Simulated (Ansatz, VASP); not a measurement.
# Two plane-wave programs on PbS

```xyz
2
Lattice="0.0000 2.9678 2.9678 2.9678 0.0000 2.9678 2.9678 2.9678 0.0000" Properties=species:S:1:pos:R:3 pbc="T T T"
Pb    0.0000    0.0000    0.0000
S     2.9678    2.9678    2.9678
```

Alike in both runs: functional r2SCAN; k mesh 8 × 8 × 8; occupations fermi-dirac, width 0.02 eV; no spin polarisation.

Ansatz relaxed the structure, and its values are those at the end. VASP's run is a single point on that final structure, the one shown.

```csv
,VASP,Ansatz
version,VASP 6.6.1,Ansatz 0.2.0
potentials or method,"VASP PAW PBE potentials, release 64 (Pb_d, S), cutoff 520 eV",PAW plane waves
valence electrons in the cell,20,20
```

|  | VASP | Ansatz | Ansatz less VASP |
| --- | --- | --- | --- |
| pressure (GPa) | 1.2 | 1.2 | +0.03 |

VASP's potentials were made for PBE, not for r2SCAN. The functional is the same, so the differences come from potentials, cutoffs and numerics. Ansatz's warnings: stress scf threshold loose.

Neither program's run includes spin-orbit coupling.
